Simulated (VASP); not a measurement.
Wanted: the native input for a VASP 6.6.1 run.

| Item | Value |
| --- | --- |
| Task | single point |
| Functional | PBE |
| Potentials or basis | VASP PAW PBE potentials, release 64 (Ge_d) |
| Cutoff | 520 eV |
| k mesh | 15 × 15 × 15 |
| Occupations | fermi-dirac, width 0.0612256 eV |
| Spin | no spin polarisation |
| Dipole correction | no |
| Further INCAR settings | ALGO = Normal; EDIFF = 1e-06; NBANDS = 13 |

The structure of Ge lies in POSCAR:

```
Ge
1.0
    0.0000000000      2.1403770407      2.1403770407
    2.1403770407      0.0000000000      2.1403770407
    2.1403770407      2.1403770407      0.0000000000
Ge
1
Direct
    0.0000000000      0.0000000000      0.0000000000
```

One way to write it, as run:

INCAR

```
ALGO = Normal
EDIFF = 1E-6
ENCUT = 520
GGA = PE
ISIF = 2
ISMEAR = -1
LASPH = T
LCHARG = F
LREAL = F
LWAVE = F
NBANDS = 13
NELM = 60
PREC = Accurate
SIGMA = 0.06122561905347299
```

KPOINTS

```
k-points
0
Gamma
  15 15 15
```

Potentials or basis: VASP PAW PBE potentials, release 64 (Ge_d).

Run with:

```console
$ cat potpaw_PBE.64/Ge_d/POTCAR > POTCAR
$ mpirun -np 1 vasp_std > vasp.out
```

Results of the run:

The pressure is 0.0 GPa and the band gap on the k mesh is zero (band 7 reaches 15.02 eV, above the bottom of band 8 at 4.19 eV).

Run time: 36 s on 1 thread of AMD EPYC 7R43 64-Core Processor (Zen 3) (shared host), peak memory 0.12 GiB.
